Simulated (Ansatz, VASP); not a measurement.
**Te2Mo in VASP and in Ansatz**

```
CELL_PARAMETERS angstrom
3.51855 0.00000 0.00000
-1.75927 3.04715 0.00000
0.00000 0.00000 17.51981
ATOMIC_POSITIONS crystal
Te 0.33333 0.66667 0.89753
Te 0.33333 0.66667 0.10247
Mo 0.00000 0.00000 0.00000
```

Change from the starting cell: strain +0.0150 x Voigt [1, 1, 0, 0, 0, 0], atoms carried along.

Alike in both runs: task single point; functional LDA; k mesh 12 × 12 × 2; occupations gaussian, width 0.05 eV; no spin polarisation.

|  | VASP | Ansatz |
| --- | --- | --- |
| version | VASP 6.6.1 | Ansatz 0.2.0 |
| potentials or method | VASP PAW LDA potentials, release 64 (Te, Mo_sv), cutoff 520 eV | scalar-relativistic, plane waves, PAW |
| valence electrons in the cell | 26 | 46 |

Ansatz gave:

| Quantity | Value |
| --- | --- |
| gap on the k mesh at the Fermi level (eV) | 1.13 |
| least direct gap on the mesh (eV) | 1.13 |
| rms of the force components (eV/Å) | 0.135 |

Q: Which values does VASP return?

A: gap on the k mesh at the Fermi level (eV): 1.13; least direct gap on the mesh (eV): 1.13; rms of the force components (eV/Å): 0.109.

LDA's correlation is that of Perdew and Zunger in VASP and of Perdew and Wang (1992) in Ansatz. Atom by atom the forces differ by 0.026 eV/Å (rms over components). VASP's potentials hold 26 valence electrons a cell and Ansatz's 46, so a difference there can come from the potentials and not from the codes.

Neither program's run includes spin-orbit coupling.
